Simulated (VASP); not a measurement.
Set up this calculation in VASP 6.6.1, as the native input.

* Task: single point
* Functional: LDA
* Potentials or basis: VASP PAW LDA potentials, release 64 (C)
* Cutoff: 520 eV
* k mesh: 10 × 10 × 7
* Occupations: fermi-dirac, width 0.02 eV
* Spin: no spin polarisation
* Dipole correction: no
* Further INCAR settings: ALGO = Normal; EDIFF = 1e-06; NBANDS = 16

The structure of C lies in POSCAR:

```
C
1.0
    1.7658745511      1.7658745511      0.0000000000
   -1.7658745511      1.7658745511      0.0000000000
    0.0000000000      0.0000000000      3.5317491022
C
4
Direct
    0.2500000000      0.5000000000      0.3750000000
    0.7500000000      0.0000000000      0.8750000000
    0.2500000000      0.0000000000      0.1250000000
    0.7500000000      0.5000000000      0.6250000000
```

The input as run:

INCAR

```
SYSTEM = C
ALGO     = Normal         ! electronic algorithm
EDIFF    = 1E-6           ! SCF threshold, eV
ENCUT    = 520            ! plane-wave cutoff, eV
GGA      = CA             ! functional
ISIF     = 2              ! what is computed and relaxed
ISMEAR   = -1             ! smearing method
LASPH    = .TRUE.         ! aspherical terms in the spheres
LCHARG   = .TRUE.         ! write CHGCAR
LELF     = .TRUE.         ! ELF
LREAL    = .FALSE.        ! projectors in reciprocal space
LVHAR    = .TRUE.       
LWAVE    = .FALSE.        ! write WAVECAR
NBANDS   = 16             ! bands
NELM     = 100            ! most SCF steps
PREC     = Accurate       ! precision mode
SIGMA    = 0.02           ! smearing width, eV
```

KPOINTS

```
k-points
0
G
  10 10 7
  0 0 0
```

Potentials or basis: VASP PAW LDA potentials, release 64 (C).

The run is started by

```sh
$ cat potpaw_LDA.64/C/POTCAR > POTCAR
$ mpirun -np 1 vasp_std > vasp.out
```

Results of the run:

| Quantity | Value |
| --- | --- |
| Pressure | 1.6 GPa |
| Band gap on the k mesh | 4.17 eV |

It took 24 s on 1 thread of Intel Xeon 8259CL (shared host), peak memory 0.13 GiB.
